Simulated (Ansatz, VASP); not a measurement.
# Two plane-wave programs on MgO

File POSCAR:

```
MgO
1.0
    3.4841042127      0.0000000000      0.0000000000
   -1.7420521064      3.0173227576      0.0000000000
    0.0000000000      0.0000000000      4.1856875957
Mg O
2 2
Direct
    0.6666666667      0.3333333333      0.7500000000
    0.3333333333      0.6666666667      0.2500000000
    0.6480243123      0.2960486247      0.2500000000
    0.3146909790      0.6293819580      0.7500000000
```

The input INCAR.step1:

```
  PREC = Accurate
  ENCUT = 520
  ISMEAR = 0
  SIGMA = 0.05
  LREAL = F
  LASPH = T
  NELM = 100
  NBANDS = 16
  GGA = PE
  ALGO = Normal
  EDIFF = 1E-4
  LWAVE = T
  LCHARG = F
```

Contents of INCAR.step2:

```
  PREC = Accurate
  ENCUT = 520
  EDIFF = 1E-7
  ISMEAR = 0
  SIGMA = 0.05
  LREAL = F
  LASPH = T
  NELM = 100
  ALGO = Normal
  ISIF = 2
  LWAVE = F
  LCHARG = F
  METAGGA = R2SCAN
  LMIXTAU = T
  NBANDS = 16
  ISTART = 1
```

KPOINTS

```
regular mesh
0
Gamma
  6 6 6
```

Input for Ansatz:

```yaml
crystal:
  lattice:
    - [3.4841042127, 0.0, 0.0]
    - [-1.7420521064, 3.0173227576, 0.0]
    - [0.0, 0.0, 4.1856875957]
  atoms:
    - { symbol: Mg, position: [0.6666666667, 0.3333333333, 0.75] }
    - { symbol: Mg, position: [0.3333333333, 0.6666666667, 0.25] }
    - { symbol: O, position: [0.6480243123, 0.2960486247, 0.25] }
    - { symbol: O, position: [0.314690979, 0.629381958, 0.75] }
basis:
  ecutwfc: 500
kpoints:
  mp_grid: { grid: [6, 6, 6] }
hamiltonian:
  xc: r2scan
scf:
  occupations: { method: gaussian, width: 0.05 }
output:
  forces: true
  stress: true
  eigenvalues: true
```

Change from the starting cell: all O atoms moved +0.113 Å, as atom 3 towards its neighbour atom 2 (Mg) at 2.012 Å.

Alike in both runs: task single point; functional r2SCAN; k mesh 6 × 6 × 6; occupations gaussian, width 0.05 eV; no spin polarisation.

|  | VASP | Ansatz |
| --- | --- | --- |
| version | VASP 6.6.1 | Ansatz 0.2.0 |
| potentials or method | VASP PAW PBE potentials, release 64 (Mg, O), cutoff 520 eV | scalar-relativistic, plane waves, PAW |
| valence electrons in the cell | 16 | 32 |

Ansatz gave:

| Item | Value |
| --- | --- |
| gap on the k mesh at the Fermi level (eV) | 4.08 |
| least direct gap on the mesh (eV) | 4.08 |
| pressure (GPa) | 1.1 |
| traceless stress, the component that is largest in VASP (GPa) | -1.39 |
| rms of the force components (eV/Å) | 0.622 |

Task: Estimate VASP's values.

Result: gap on the k mesh at the Fermi level (eV): 4.07; least direct gap on the mesh (eV): 4.07; pressure (GPa): 0.4; traceless stress, the component that is largest in VASP (GPa): -1.61; rms of the force components (eV/Å): 0.630.

VASP's potentials were made for PBE, not for r2SCAN. Atom by atom the forces differ by 0.009 eV/Å (rms over components). With one functional, cell and mesh, what is left measures potentials, basis and numerics. VASP's potentials hold 16 valence electrons a cell and Ansatz's 32, so a difference there can come from the potentials and not from the codes.
